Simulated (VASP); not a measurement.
Here is a VASP 6.6.1 calculation.

The input INCAR:

```
SYSTEM = NiO
PREC     = Accurate       ! precision mode
ENCUT    = 600            ! plane-wave cutoff, eV
EDIFF    = 1E-6           ! SCF threshold, eV
ISMEAR   = 0              ! smearing method
SIGMA    = 0.1            ! smearing width, eV
LREAL    = .FALSE.        ! projectors in reciprocal space
LASPH    = .TRUE.         ! aspherical terms in the spheres
NELM     = 150            ! most SCF steps
ALGO     = Normal         ! electronic algorithm
ISIF     = 3              ! what is computed and relaxed
LWAVE    = .FALSE.        ! write WAVECAR
LCHARG   = .FALSE.        ! write CHGCAR
ISPIN    = 2              ! spin polarisation
MAGMOM   = 1.89 0.22      ! initial moments
LORBIT   = 11             ! projections on sites
LMAXMIX  = 4              ! l up to which the mixer works
LDAU     = .TRUE.         ! DFT+U
LDAUTYPE = 2            
LDAUL    = 2 -1           ! shell
LDAUU    = 6.2 0          ! U, eV
LDAUJ    = 0 0          
LDAUPRINT= 1            
GGA      = PE             ! functional
IBRION   = 2              ! ionic algorithm
NSW      = 100            ! ionic steps
EDIFFG   = -0.05          ! ionic threshold
```

File KPOINTS:

```
Automatic mesh
0
G
  8 8 8
  0 0 0
```

POSCAR

```
NiO
1.0
    0.0000000000      2.0913100000      2.0913100000
    2.0913100000      0.0000000000      2.0913100000
    2.0913100000      2.0913100000      0.0000000000
Ni O
1 1
Direct
    0.0000000000      0.0000000000      0.0000000000
    0.5000000000      0.5000000000      0.5000000000
```

Potentials or basis: VASP PAW PBE potentials, release 64 (Ni, O).

Run with:

```console
$ cat potpaw_PBE.64/Ni/POTCAR potpaw_PBE.64/O/POTCAR > POTCAR
$ mpirun -np 1 vasp_std > vasp.out
```

(1) Estimate the band gap on the k mesh.

(2) Predict the relaxed volume.

Answers

(1) 2.55 eV, indirect (least direct gap 3.37 eV).

(2) 9.27 Å³/atom.

Caveat: a cell with one magnetic atom can't hold antiferromagnetic order, which such compounds often take.
